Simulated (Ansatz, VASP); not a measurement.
**Al2Ga: VASP beside Ansatz**

```xyz
3
Lattice="4.6701 0.0000 0.0000 -2.3350 4.0444 0.0000 0.0000 0.0000 2.9076" Properties=species:S:1:pos:R:3 pbc="T T T"
Al    0.0000    2.6963    1.4538
Al    2.3350    1.3481    1.4538
Ga    0.0000    0.0000    0.0000
```

Alike in both runs: functional PBE; k mesh 12 × 12 × 16; occupations gaussian, width 0.1 eV; no spin polarisation.

Ansatz relaxed the structure, and its values are those at the end. VASP's run is a single point on that final structure, the one shown.

|  | VASP | Ansatz |
| --- | --- | --- |
| version | VASP 6.6.1 | Ansatz 0.2.0 |
| potentials or method | VASP PAW PBE potentials, release 64 (Al, Ga_d), cutoff 520 eV | scalar-relativistic, plane waves, PAW |
| valence electrons in the cell | 19 | 19 |

```csv
,VASP,Ansatz,Ansatz less VASP
gap on the k mesh at the Fermi level (eV),none,none,-
pressure (GPa),0.0,0.0,+0.02
```

A gap of «none» marks a metal or a gap that the smearing closes. With one functional, cell and mesh, what is left measures potentials, basis and numerics.
